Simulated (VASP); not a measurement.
Crystal: WS.

```
W S
1.0
     3.44485    0.00000    0.00000
     0.00000    3.44485    0.00000
     0.00000    0.00000    3.44485
W S
1 1
Direct
  0.50000 0.50000 0.50000
  0.00000 0.00000 0.00000
```

```yaml
Program: VASP 6.6.1
Task: relaxation of cell and atoms
Functional: HF
Potentials_or_basis: VASP PAW PBE potentials, release 64 (W_sv, S)
Cutoff: 600 eV
k_mesh: 4 × 4 × 4
Occupations: fermi-dirac, width 0.05 eV
Spin: no spin polarisation
```

At the start: pressure -11.6 GPa; volume 20.44 Å³/atom.

Task: Where does the relaxation end?

Result: Over 3 steps the energy falls by 115.5 meV/atom and the volume is 17.66 Å³/atom (-13.6 %); space group Pm-3m (No. 221, to 0.1 Å) before and after.

The path:
```
step  energy change (eV)  largest force (eV/Å)  pressure (GPa)  volume (Å³)
   1              0.0000                0.0000          -11.61        40.88
   2             -0.1582                0.0000            9.73        32.73
   3             -0.2311                0.0000           -0.05        35.32
```

Final structure:
```yaml
crystal:
  lattice:
    - [3.28090, 0.00000, 0.00000]
    - [0.00000, 3.28090, 0.00000]
    - [0.00000, 0.00000, 3.28090]
  atoms:
    - { symbol: W, position: [0.50000, 0.50000, 0.50000] }
    - { symbol: S, position: [0.00000, 0.00000, 0.00000] }
```

Caveat: the k points lie up to 0.48 Å⁻¹ apart in the final cell; the PAW data sets were made with another functional, which shifts forces and pressure a little.
